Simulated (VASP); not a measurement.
# Al2B2As (P-6m2) in VASP: a series of runs, part 3 of 3

VASP 6.6.1. Earlier steps stand in the parts before.

**6. Relaxation of cell and atoms, PBE**

This run uses another cell than the first one, of 14.22 Å³/atom, 1.011 times its volume.

File INCAR:

```
SYSTEM = Al2B2As
PREC = Accurate
ENCUT = 600
EDIFF = 1E-6
ISMEAR = 0
SIGMA = 0.1
LREAL = .False.
LASPH = .True.
NELM = 60
ALGO = Normal
ISIF = 3
LWAVE = .False.
LCHARG = .False.
GGA = PE
IBRION = 2
NSW = 100
EDIFFG = -0.01
```

File KPOINTS:

```
Automatic mesh
0
Gamma
  12 12 6
  0 0 0
```

File POSCAR:

```
Al2B2As
1.0
    3.1696453749      0.0000000000      0.0000000000
   -1.5848226874      2.7449934156      0.0000000000
    0.0000000000      0.0000000000      8.1740311928
Al B As
2 2 1
Direct
    0.3333333333      0.6666666667      0.6611307679
    0.3333333333      0.6666666667      0.3388692321
    0.6666666667      0.3333333333      0.1722121062
    0.6666666667      0.3333333333      0.8277878938
    0.3333333333      0.6666666667      0.0000000000
```

Potentials or basis: VASP PAW PBE potentials, release 64 (Al, B, As).

The run is started by

```
> cat potpaw_PBE.64/Al/POTCAR potpaw_PBE.64/B/POTCAR potpaw_PBE.64/As/POTCAR > POTCAR
> mpirun -np 1 vasp_std > vasp.out
```

OUTCAR:

```text
SYSTEM = Al2B2As
   PREC = Accurate
   ENCUT = 600
   EDIFF = 1E-6
   ISMEAR = 0
   LREAL = .False.
   LASPH = .True.
   NELM = 60
   ISIF = 3
   GGA = PE
   IBRION = 2
   NSW = 100
   EDIFFG = -0.01

 ion  position               nearest neighbor table
   1  0.333  0.667  0.661-   4 2.28   4 2.28   4 2.28   2 2.63   5 2.77
   2  0.333  0.667  0.339-   3 2.28   3 2.28   3 2.28   1 2.63   5 2.77
   3  0.667  0.333  0.172-   2 2.28   2 2.28   2 2.28   5 2.31   5 2.31   5 2.31
   4  0.667  0.333  0.828-   1 2.28   1 2.28   1 2.28   5 2.31   5 2.31   5 2.31
   5  0.333  0.667  0.000-   3 2.31   4 2.31   3 2.31   4 2.31   3 2.31   4 2.31   1 2.77   2 2.77

  LATTYP: Found a hexagonal cell.
 ALAT       =     3.1696453749
 C/A-ratio  =     2.5788472293

  Lattice vectors:

 A1 = (   3.1696453749,   0.0000000000,   0.0000000000)
 A2 = (  -1.5848226874,   2.7449934156,   0.0000000000)
 A3 = (   0.0000000000,   0.0000000000,   8.1740311928)

Analysis of symmetry for initial positions (statically):
=====================================================================
 Subroutine PRICEL returns:
 Original cell was already a primitive cell.

 Routine SETGRP: Setting up the symmetry group for a
 hexagonal supercell.

 Subroutine GETGRP returns: Found 12 space group operations
 (whereof 12 operations were pure point group operations)
 out of a pool of 24 trial point group operations.

The static configuration has the point symmetry D_3h.

Analysis of symmetry for dynamics (positions and initial velocities):
=====================================================================
 Subroutine PRICEL returns:
 Original cell was already a primitive cell.

 Routine SETGRP: Setting up the symmetry group for a
 hexagonal supercell.

 Subroutine GETGRP returns: Found 12 space group operations
 (whereof 12 operations were pure point group operations)
 out of a pool of 24 trial point group operations.

The dynamic configuration has the point symmetry D_3h.

[... 152 lines left out ...]
  free energy    TOTEN  =       -21.85405811 eV

  energy without entropy =      -21.84117584  energy(sigma->0) =      -21.84761697

------------------------ aborting loop because EDIFF is reached ----------------------------------------

  FORCE on cell =-STRESS in cart. coord.  units (eV):
  Direction    XX          YY          ZZ          XY          YZ          ZX
  --------------------------------------------------------------------------------------
  -------------------------------------------------------------------------------------
  Total        0.5210784      0.5210784     -1.2979412      0.0000000      0.0000000      0.0000000
  in kB       11.7388450     11.7388450    -29.2399967      0.0000000      0.0000000      0.0000000
  external PRESSURE =      -1.9207689 kB  Pullay stress =       0.0000000 kB
[... 98 lines left out ...]
  FREE ENERGIE OF THE ION-ELECTRON SYSTEM (eV)
  ---------------------------------------------------
  free  energy   TOTEN  =       -21.8641123162 eV

  energy  without entropy=      -21.8504459060  energy(sigma->0) =      -21.85727911

[... ionic steps 4 to 9 ...]

--------------------------------------- Ionic step       10  -------------------------------------------

 number of electron      17.0000001 magnetization

------------------------ aborting loop because EDIFF is reached ----------------------------------------
[... 73 lines left out ...]
--------------------------------------- Ionic step       12  -------------------------------------------

 number of electron      17.0000001 magnetization

 Free energy of the ion-electron system (eV)
  ---------------------------------------------------
  ext. energy  EPLUGINS =         0.00000000
  ---------------------------------------------------
  free energy    TOTEN  =       -21.90463588 eV

  energy without entropy =      -21.89494944  energy(sigma->0) =      -21.89979266

 E-fermi :   6.3820     XC(G=0): -10.3133

 val. band max:        6.3682999238   @ k =   0.2500   0.2500   0.0000
 cond. band min:       6.3938884808   @ k =   0.2500   0.0833   0.3333
 fundamental gap:      0.0255885570
 Fermi energy:         6.3820050724

 k-point     1 :       0.0000    0.0000    0.0000
  band No.  band energies     occupation
      1      -8.7251      2.00000
      2      -4.2926      2.00000
      3      -2.4716      2.00000
      4       2.6382      2.00000
      5       3.0197      2.00000
      6       6.1824      1.99523
      7       6.1824      1.99523
      8       8.4370      0.00000
      9       8.4370      0.00000
     10       9.5064      0.00000
     11      10.4110      0.00000
     12      10.4110      0.00000
[... 331 lines left out ...]
 k-point    24 :       0.3333   -0.0000    0.1667
  band No.  band energies     occupation
      1      -6.9554      2.00000
      2      -2.5804      2.00000
      3      -0.7632      2.00000
      4       0.0062      2.00000
      5       2.5801      2.00000
      6       3.6179      2.00000
      7       4.1208      2.00000
      8       5.5104      2.00000
      9       6.2855      1.82754
     10       6.9475      0.00000
     11       8.6628      0.00000
     12       9.5061      0.00000

 [... further k-points ...]
[... 5 lines left out ...]
  --------------------------------------------------------------------------------------
  -------------------------------------------------------------------------------------
  Total        0.0140411      0.0140411      0.0121203      0.0000000     -0.0000000      0.0000000
  in kB        0.3122239      0.3122239      0.2695118      0.0000000     -0.0000000      0.0000000
  external PRESSURE =       0.2979866 kB  Pullay stress =       0.0000000 kB
[... 20 lines left out ...]
  FREE ENERGIE OF THE ION-ELECTRON SYSTEM (eV)
  ---------------------------------------------------
  free  energy   TOTEN  =       -21.9046358751 eV

  energy  without entropy=      -21.8949494436  energy(sigma->0) =      -21.89979266

 reached required accuracy - stopping structural energy minimisation
```

CONTCAR:

```text
Al2B2As
   1.00000000000000
     3.2315028984889071    0.0000000000011358    0.0000000000000000
    -1.6157514491924949    2.7985636024396046   -0.0000000000000000
    -0.0000000000000000    0.0000000000000000    7.9671801495982262
  Al              B               As
     2     2     1
Direct
     0.3333333332999970    0.6666666667000030    0.6658098745265191
     0.3333333332999970    0.6666666667000030    0.3341901254734810
     0.6666666667000030    0.3333333332999970    0.1707485082945332
     0.6666666667000030    0.3333333332999970    0.8292514917054670
     0.3333333332999970    0.6666666667000030    1.0000000000000000

  0.00000000E+00  0.00000000E+00  0.00000000E+00
  0.00000000E+00  0.00000000E+00  0.00000000E+00
  0.00000000E+00  0.00000000E+00  0.00000000E+00
  0.00000000E+00  0.00000000E+00  0.00000000E+00
  0.00000000E+00  0.00000000E+00  0.00000000E+00
```

It took 7 min on 1 thread of Intel Xeon Platinum 8259CL at 2.50GHz (Skylake/Cascade Lake), shared host; peak memory 0.3 GiB.

Results:

| Quantity | Value |
| --- | --- |
| Free energy | -21.9046 eV |
| Relaxed volume | 14.41 Å³/atom |
| Relaxed cell | a = 3.232 Å, b = 3.232 Å, c = 7.967 Å, α = 90.00°, β = 90.00°, γ = 120.00° |
| Space group after relaxing (to 0.05 Å) | P-6m2 (No. 187) |
| Energy gained by relaxing | 10.1 meV/atom |
| Ionic steps | 12 |
| Pressure after relaxing | 0.0 GPa |
| Largest force after relaxing | 0.010 eV/Å |

Forces on the atoms (eV/Å):
```
Al   0.000  0.000  0.000
Al   0.000  0.000  0.000
B    0.000  0.000 -0.010
B    0.000  0.000  0.010
As   0.000  0.000  0.000
```

The path:
| step | energy change (eV) | largest force (eV/Å) | pressure (GPa) | volume (Å³) |
| --- | --- | --- | --- | --- |
| 1 | 0.0000 | 0.1511 | -0.19 | 71.12 |
| 2 | -0.0232 | 0.2019 | 0.43 | 70.94 |
| 3 | -0.0101 | 0.1434 | 2.89 | 70.30 |
| 4 | -0.0403 | 0.1778 | 1.39 | 70.69 |
| 5 | -0.0405 | 0.1681 | 1.54 | 70.65 |
| 6 | -0.0466 | 0.0862 | 0.10 | 72.09 |
| 7 | -0.0472 | 0.1038 | 0.44 | 71.74 |
| 8 | -0.0502 | 0.0440 | -0.25 | 72.22 |
| 9 | -0.0503 | 0.0507 | -0.17 | 72.15 |
| 10 | -0.0505 | 0.0176 | 0.04 | 72.02 |
| 11 | -0.0505 | 0.0179 | 0.06 | 72.01 |
| 12 | -0.0506 | 0.0096 | 0.03 | 72.05 |

Final structure:
```cif
data_structure
_symmetry_space_group_name_H-M 'P 1'
_symmetry_Int_Tables_number 1
_cell_length_a 3.2315
_cell_length_b 3.2315
_cell_length_c 7.9672
_cell_angle_alpha 90.000
_cell_angle_beta 90.000
_cell_angle_gamma 120.000
_cell_volume 72.05
loop_
_atom_site_label
_atom_site_type_symbol
_atom_site_fract_x
_atom_site_fract_y
_atom_site_fract_z
_atom_site_occupancy
Al1 Al 0.33333 0.66667 0.66581 1
Al2 Al 0.33333 0.66667 0.33419 1
B1 B 0.66667 0.33333 0.17075 1
B2 B 0.66667 0.33333 0.82925 1
As1 As 0.33333 0.66667 0.00000 1
```

**7. Overview**

```tsv
task	cell	k mesh	cutoff (eV)	gap on the mesh (eV)	pressure (GPa)	relaxed volume (Å³/atom)	largest force (eV/Å)
single point	a = 3.760, b = 3.760, c = 5.743 Å, angles 90.0, 90.0, 120.0°, 5 atoms	6 × 6 × 4	520	none	92.2	-	37.42
single point	a = 3.170, b = 3.170, c = 8.174 Å, angles 90.0, 90.0, 120.0°, 5 atoms	6 × 6 × 4	520	none	0.1	-	0.02
relaxation of cell and atoms	relaxed from a = 3.760, b = 3.760, c = 5.743 Å, angles 90.0, 90.0, 120.0°, 5 atoms	6 × 6 × 4	600	none	0.2	14.18	0.02
single point	a = 3.229, b = 3.229, c = 7.969 Å, angles 90.0, 90.0, 120.0°, 5 atoms	12 × 12 × 6	520	none	0.1	-	0.02
relaxation of cell and atoms	relaxed from a = 3.170, b = 3.170, c = 8.174 Å, angles 90.0, 90.0, 120.0°, 5 atoms	12 × 12 × 6	600	none	0.0	14.41	0.01
```

Alike in all rows: level PBE; potentials or basis VASP PAW PBE potentials, release 64 (Al, B, As); no spin polarisation; smearing gaussian 0.1 eV.

Caveats: some runs use coarse meshes; forces of over 1 eV/Å act on the atoms, so gaps and moduli don't describe the material at rest (some runs).

Total energies depend on the potentials used, so only differences within one code and one set of settings carry meaning.
